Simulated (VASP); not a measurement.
# Ni (Fm-3m) in VASP: a series of runs, part 2 of 2

VASP 6.6.1. Earlier steps stand in the parts before.

## (4) Single point, PBE, collinear spin, ferromagnetic start

Input file INCAR:

```
SYSTEM = Ni
  PREC = Accurate
  ENCUT = 520
  EDIFF = 1E-6
  ISMEAR = 0
  SIGMA = 0.1
  LREAL = .False.
  LASPH = .True.
  NELM = 150
  ALGO = Normal
  ISIF = 2
  LWAVE = .False.
  LCHARG = .True.
  ISPIN = 2
  MAGMOM = 0.8 0.8
  LORBIT = 11
  LMAXMIX = 4
  GGA = PE
  LELF = .True.
  LVHAR = .True.
  NBANDS = 21
```

Input file KPOINTS:

```
Automatic mesh
0
Gamma
  13 13 13
  0 0 0
```

Input file POSCAR:

```
Ni
1.0
    3.5170000000      1.7585000000      1.7585000000
    1.7585000000      3.5170000000      1.7585000000
    1.7585000000      1.7585000000      3.5170000000
Ni
2
Direct
    0.0000000000      0.0000000000      0.0000000000
    0.5000000000      0.5000000000      0.5000000000
```

Potentials or basis: VASP PAW PBE potentials, release 64 (Ni).

Command:

```bash
cat potpaw_PBE.64/Ni/POTCAR > POTCAR
mpirun -np 1 vasp_std > vasp.out
```

OUTCAR:

```text
SYSTEM = Ni
   PREC = Accurate
   ENCUT = 520
   EDIFF = 1E-6
   ISMEAR = 0
   LREAL = .False.
   LASPH = .True.
   NELM = 150
   ISIF = 2
   ISPIN = 2
   LORBIT = 11
   GGA = PE

 ion  position               nearest neighbor table
   1  0.000  0.000  0.000-   2 2.49   2 2.49   2 2.49   2 2.49   2 2.49   2 2.49
   2  0.500  0.500  0.500-   1 2.49   1 2.49   1 2.49   1 2.49   1 2.49   1 2.49

  LATTYP: Found a trigonal (rhomboedric) cell.
 ALAT       =     4.3074277127
 COS(alpha) =     0.8333333333

  Lattice vectors:

 A1 = (   3.5170000000,   1.7585000000,   1.7585000000)
 A2 = (   1.7585000000,   3.5170000000,   1.7585000000)
 A3 = (   1.7585000000,   1.7585000000,   3.5170000000)

Analysis of symmetry for initial positions (statically):
=====================================================================
 Subroutine PRICEL returns following result:

  LATTYP: Found a face centered cubic cell.
 ALAT       =     3.5170000000
[... 12 lines left out ...]
 Subroutine GETGRP returns: Found 12 space group operations
 (whereof 12 operations were pure point group operations)
 out of a pool of 12 trial point group operations.

The static configuration has the point symmetry D_3d.

Analysis of symmetry for dynamics (positions and initial velocities):
=====================================================================
 Subroutine PRICEL returns following result:

  LATTYP: Found a face centered cubic cell.
 ALAT       =     3.5170000000
[... 12 lines left out ...]
 Subroutine GETGRP returns: Found 12 space group operations
 (whereof 12 operations were pure point group operations)
 out of a pool of 12 trial point group operations.

The dynamic configuration has the point symmetry D_3d.

Analysis of structural, dynamic, and magnetic symmetry:
=====================================================================
 Subroutine PRICEL returns following result:

  LATTYP: Found a face centered cubic cell.
 ALAT       =     3.5170000000
[... 12 lines left out ...]
 Subroutine GETGRP returns: Found 12 space group operations
 (whereof 12 operations were pure point group operations)
 out of a pool of 12 trial point group operations.

The overall configuration has the point symmetry D_3d.

 Subroutine INISYM returns: Found 12 space group operations
 (whereof 12 operations are pure point group operations),
 and found     2 'primitive' translations

----------------------------------------------------------------------------------------

                                     Primitive cell

  volume of cell :      10.8757

  direct lattice vectors                    reciprocal lattice vectors
     0.000000000 -1.758500000  1.758500000     0.284333239 -0.284333239  0.284333239
    -1.758500000 -0.000000000  1.758500000    -0.284333239  0.284333239  0.284333239
    -1.758500000 -1.758500000  0.000000000    -0.284333239 -0.284333239 -0.284333239

  length of vectors
     2.486894549  2.486894549  2.486894549     0.492479615  0.492479615  0.492479615

  position of ions in fractional coordinates (direct lattice)
     0.000000000  0.000000000  0.000000000

  ion indices of the primitive-cell ions
   primitive index   ion index
                 1           1

----------------------------------------------------------------------------------------

 KPOINTS: Automatic mesh

Automatic generation of k-mesh.
 Grid dimensions read from file:
 generate k-points for:   13   13   13

[... 58 lines left out ...]
   LNONCOLLINEAR =      F non collinear calculations
   LSORBIT =      F    spin-orbit coupling
   LASPH  =      T    aspherical Exc in radial PAW
   ENCUT  =  520.0 eV  38.22 Ry    6.18 a.u.   8.01  8.01  8.01*2*pi/ulx,y,z
   NELM   =    150;   NELMIN=  2; NELMDL= -5     # of ELM steps
   EDIFF  = 0.1E-05   stopping-criterion for ELM
   LREAL  =      F    real-space projection
   EDIFFG = 0.1E-04   stopping-criterion for IOM
   NSW    =      0    number of steps for IOM
   IBRION =     -1    ionic relax: 0-MD 1-quasi-New 2-CG
   NFREE  =      0    steps in history (QN), initial steepest desc. (CG)
   ISIF   =      2    stress and relaxation
   ISYM   =      2    0-nonsym 1-usesym 2-fastsym
   POTIM  = 0.5000    time-step for ionic-motion
   TEBEG  =    0.0;   TEEND  =   0.0 temperature during run
   PSTRESS=    0.0 pullay stress
   NELECT =      20.0000    total number of electrons
   NUPDOWN=      -1.0000    fix difference up-down
   EMIN   =  10.00;   EMAX   =-10.00  energy-range for DOS
   EFERMI =   0.00;   METHOD = LEGACY
   ISMEAR =     0;   SIGMA  =   0.10  broadening in eV -4-tet -1-fermi 0-gaus
   EFERMI_NEDOS =   21; number of points for ismear=-14 and -15
   IALGO  =     38    algorithm
   IMIX   =      4    mixing-type and parameters
     AMIX     =   0.40;   BMIX     =  1.00
     AMIX_MAG =   1.60;   BMIX_MAG =  1.00
  volume/ion in A,a.u.               =      10.88        73.39
  Fermi-wavevector in a.u.,A,eV,Ry     =   1.591924  3.008301 34.480204  2.534224
  Thomas-Fermi vector in A             =   2.690389
   LORBIT       =     11    0 simple, 1 ext, 2 COOP (PROOUT), +10 PAW based schemes
   GGA     = PE    functional components
   LHFCALC =     F    Hartree Fock is set to
   AEXX    =    0.0000 exact exchange contribution
   IVDW    =     0    specifies the selected vdW correction
   LEPSILON=     F    determine dielectric tensor
   LRPA    =     F    only Hartree local field effects (RPA)
 spin polarized calculation
 Gauss-broadening in eV      SIGMA  =   0.10
  energy-cutoff  :      520.00
  volume of cell :       21.75
 maximum number of plane-waves:       600
   NGX = 15   NGY = 15   NGZ = 15

 number of electron      20.0000003 magnetization       1.2520095

 Free energy of the ion-electron system (eV)
  ---------------------------------------------------
  ext. energy  EPLUGINS =         0.00000000
  ---------------------------------------------------
  free energy    TOTEN  =       -10.95183749 eV

  energy without entropy =      -10.93454143  energy(sigma->0) =      -10.94318946

 E-fermi :   9.3854     XC(G=0): -13.2578

 val. band max:        9.3835264466   @ k =  -0.3077  -0.4615   0.0769
 cond. band min:       9.3865659327   @ k =  -0.2308   0.4615   0.0769
 fundamental gap:      0.0030394861
 Fermi energy:         9.3854039952

 spin component 1

 k-point     1 :       0.0000    0.0000    0.0000
  band No.  band energies     occupation
      1       0.3679      1.00000
      2       4.5422      1.00000
      3       6.9451      1.00000
      4       6.9458      1.00000
      5       6.9458      1.00000
      6       6.9652      1.00000
[... 565 lines left out ...]
     20      36.7407      0.00000
     21      38.1073      0.00000

 [... further k-points ...]

 spin component 2

 k-point     1 :       0.0000    0.0000    0.0000
  band No.  band energies     occupation
      1       0.3350      1.00000
      2       4.9779      1.00000
      3       7.5812      1.00000
      4       7.5812      1.00000
      5       7.6991      1.00000
      6       7.6991      1.00000
[... 565 lines left out ...]
     20      36.7537      0.00000
     21      38.1821      0.00000

 [... further k-points ...]

------------------------ aborting loop because EDIFF is reached ----------------------------------------

  FORCE on cell =-STRESS in cart. coord.  units (eV):
  Direction    XX          YY          ZZ          XY          YZ          ZX
  --------------------------------------------------------------------------------------
  -------------------------------------------------------------------------------------
  Total        0.0063093      0.0063093      0.0063093      0.0087069      0.0087069      0.0087069
  in kB        0.4647363      0.4647363      0.4647363      0.6413361      0.6413361      0.6413361
  external PRESSURE =       0.4647363 kB  Pullay stress =       0.0000000 kB

 VOLUME and BASIS-vectors are now :
 -----------------------------------------------------------------------------
  energy-cutoff  :      520.00
  volume of cell :       21.75
      direct lattice vectors                 reciprocal lattice vectors
     3.517000000  1.758500000  1.758500000     0.426499858 -0.142166619 -0.142166619
     1.758500000  3.517000000  1.758500000    -0.142166619  0.426499858 -0.142166619
     1.758500000  1.758500000  3.517000000    -0.142166619 -0.142166619  0.426499858

 POSITION                                       TOTAL-FORCE (eV/Angst)
 -----------------------------------------------------------------------------------
      0.00000      0.00000      0.00000        -0.000000     -0.000000      0.000000
      3.51700      3.51700      3.51700         0.000000      0.000000     -0.000000
 -----------------------------------------------------------------------------------
    total drift:                               -0.000000      0.000000     -0.000000

  FREE ENERGIE OF THE ION-ELECTRON SYSTEM (eV)
  ---------------------------------------------------
  free  energy   TOTEN  =       -10.9518374904 eV

  energy  without entropy=      -10.9345414337  energy(sigma->0) =      -10.94318946

 total charge

# of ion       s       p       d       tot
------------------------------------------
    1        0.498   0.498   8.315   9.310
    2        0.498   0.498   8.315   9.310
--------------------------------------------------
tot          0.995   0.996  16.629  18.621

 magnetization (x)

# of ion       s       p       d       tot
------------------------------------------
    1       -0.006  -0.024   0.668   0.638
    2       -0.006  -0.024   0.668   0.638
--------------------------------------------------
tot         -0.012  -0.049   1.337   1.276
```

OSZICAR:

```text
N       E                     dE             d eps       ncg     rms          rms(c)
DAV:   1     0.967106251907E+02    0.96711E+02   -0.85529E+03 21241   0.131E+03
DAV:   2    -0.718495555474E+01   -0.10390E+03   -0.95807E+02 19889   0.235E+02
DAV:   3    -0.129263821797E+02   -0.57414E+01   -0.55097E+01 22243   0.631E+01
DAV:   4    -0.130042982876E+02   -0.77916E-01   -0.77838E-01 22060   0.685E+00
DAV:   5    -0.130066743667E+02   -0.23761E-02   -0.23759E-02 22289   0.118E+00    0.140E+01
DAV:   6    -0.116270525892E+02    0.13796E+01   -0.76151E+00 23013   0.575E+01    0.854E+00
DAV:   7    -0.109876382539E+02    0.63941E+00   -0.15518E+00 22787   0.234E+01    0.270E+00
DAV:   8    -0.109580047617E+02    0.29633E-01   -0.13715E-02 27663   0.149E+00    0.133E+00
DAV:   9    -0.109529940697E+02    0.50107E-02   -0.68884E-04 29895   0.356E-01    0.380E-01
DAV:  10    -0.109519061033E+02    0.10880E-02   -0.10513E-04 28919   0.171E-01    0.767E-02
DAV:  11    -0.109518395830E+02    0.66520E-04   -0.37429E-05 25672   0.812E-02    0.248E-02
DAV:  12    -0.109518369907E+02    0.25924E-05   -0.26590E-06 24044   0.217E-02    0.172E-02
DAV:  13    -0.109518374904E+02   -0.49976E-06   -0.16716E-06 16735   0.131E-02
   1 F= -.10951837E+02 E0= -.10943189E+02  d E =-.172961E-01  mag=     1.2528
```

It took 7.9 min on 1 thread of Intel Xeon 8259CL, shared host; peak memory 0.31 GiB.

What came out:

```yaml
Free_energy: -10.9518 eV
Pressure: 0.0 GPa
Net_moment: 1.25 μB per cell
Site_moments: Ni +0.64 μB
Valence_electrons_inside_the_program's_atomic_spheres: Ni 9.31
```

Levels at points of the mesh, in eV from the Fermi level:
Spin up:
| k point | band 9 | band 10 | band 11 | band 12 | band 13 | band 14 |
| --- | --- | --- | --- | --- | --- | --- |
| (0.00, 0.00, 0.00) | -1.26 | -0.61 | -0.61 | -0.30 | 5.66 | 22.21 |
Spin down:
| k point | band 6 | band 7 | band 8 | band 9 | band 10 | band 11 | band 12 | band 13 |
| --- | --- | --- | --- | --- | --- | --- | --- | --- |
| (0.00, 0.00, 0.00) | -1.69 | -1.68 | -0.68 | -0.68 | -0.36 | 0.15 | 0.15 | 6.09 |
